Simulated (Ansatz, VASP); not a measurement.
Pt in VASP and in Ansatz

File INCAR:

```
PREC     = Accurate       # precision mode
ENCUT    = 520            # plane-wave cutoff, eV
EDIFF    = 1E-7           # SCF threshold, eV
ISMEAR   = -1             # smearing method
SIGMA    = 0.1            # smearing width, eV
LREAL    = False          # projectors in reciprocal space
LASPH    = True           # aspherical terms in the spheres
NELM     = 60             # most SCF steps
ALGO     = Normal         # electronic algorithm
ISIF     = 2              # what is computed and relaxed
LWAVE    = False          # write WAVECAR
LCHARG   = False          # write CHGCAR
GGA      = PE             # functional
NBANDS   = 17             # bands
```

The input KPOINTS:

```
Automatic mesh
0
Gamma
  21 21 11
```

Contents of POSCAR:

```
Pt
1.0
    2.8733612880      0.0000000000      0.0000000000
   -1.4366806440      2.4884038697      0.0000000000
    0.0000000000      0.0000000000      4.9400525974
Pt
2
Direct
    0.3333333333      0.6666666667      0.2500000000
    0.6666666667      0.3333333333      0.7500000000
```

Input for Ansatz:

```yaml
crystal:
  lattice:
    - [2.873361288, 0.0, 0.0]
    - [-1.436680644, 2.4884038697, 0.0]
    - [0.0, 0.0, 4.9400525974]
  atoms:
    - { symbol: Pt, position: [0.3333333333, 0.6666666667, 0.25] }
    - { symbol: Pt, position: [0.6666666667, 0.3333333333, 0.75] }
hamiltonian:
  xc: pbe
  pseudopotentials:
    kind: paw
    azcp:
      Pt: "pseudopotentials/Pt.paw.azcp"
basis:
  ecutwfc: 420
  fft_grid_basis: typed
kpoints:
  mp_grid: { grid: [21, 21, 11], shift: [0, 0, 0] }
magnetization:
  spin_polarized: false
scf:
  occupations: { method: fermi_dirac, width: 0.1 }
output:
  stress: true
```

Alike in both runs: task single point; functional PBE; k mesh 21 × 21 × 11; occupations fermi-dirac, width 0.1 eV; no spin polarisation.

|  | VASP | Ansatz |
| --- | --- | --- |
| version | VASP 6.6.1 | Ansatz 0.2.0 |
| potentials or method | VASP PAW PBE potentials, release 64 (Pt), cutoff 520 eV | plane waves (420 eV) with PAW, scalar-relativistic |
| valence electrons in the cell | 20 | 36 |

```csv
,VASP,Ansatz,Ansatz less VASP
pressure (GPa),-20.3,-20.0,+0.29
"traceless stress, the component that is largest in VASP (GPa)",1.26,1.33,+0.077
```

VASP's potentials hold 20 valence electrons a cell and Ansatz's 36, so a difference there can come from the potentials and not from the codes.

Neither program's run includes spin-orbit coupling.
